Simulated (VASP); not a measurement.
Write the native input for VASP 6.6.1 that does the following.

| Quantity | Value |
| --- | --- |
| Task | single point |
| Functional | PBE |
| Potentials or basis | VASP PAW PBE potentials, release 64 (Sc_sv) |
| Cutoff | 520 eV |
| k mesh | 10 × 10 × 10 |
| Occupations | fermi-dirac, width 0.05 eV |
| Spin | no spin polarisation |
| Dipole correction | no |
| Further INCAR settings | ALGO = Normal; EDIFF = 1e-06; NBANDS = 12 |

The structure of Sc lies in POSCAR:

```
Sc
1.0
    3.1365971845      0.0000000000      0.0000000000
    1.4714439712      2.7860806271      0.0000000000
    1.5173726363      0.9075344187      2.6195907938
Sc
1
Direct
    0.0000000000      0.0000000000      0.0000000000
```

One way to write it, as run:

INCAR

```
SYSTEM = Sc
ALGO = Normal
EDIFF = 1E-6
ENCUT = 520
GGA = PE
ISIF = 2
ISMEAR = -1
LASPH = .TRUE.
LCHARG = .TRUE.
LELF = .TRUE.
LREAL = .FALSE.
LVHAR = .TRUE.
LWAVE = .FALSE.
NBANDS = 12
NELM = 60
PREC = Accurate
SIGMA = 0.05
```

KPOINTS

```
k-points
0
G
  10 10 10
  0 0 0
```

Potentials or basis: VASP PAW PBE potentials, release 64 (Sc_sv).

The run is started by

```sh
$ cat potpaw_PBE.64/Sc_sv/POTCAR > POTCAR
$ mpirun -np 1 vasp_std > vasp.out
```

Results of the run:

```yaml
Pressure: 4.4 GPa
Band_gap_on_the_k_mesh: zero (an odd number of electrons rules out a gap without spin polarisation)
```

Caveat: the cell stands under pressure.

Wall time 79 s on 1 thread of AMD EPYC 7R13 Processor (Zen 3), on a shared host, peak memory 0.21 GiB.
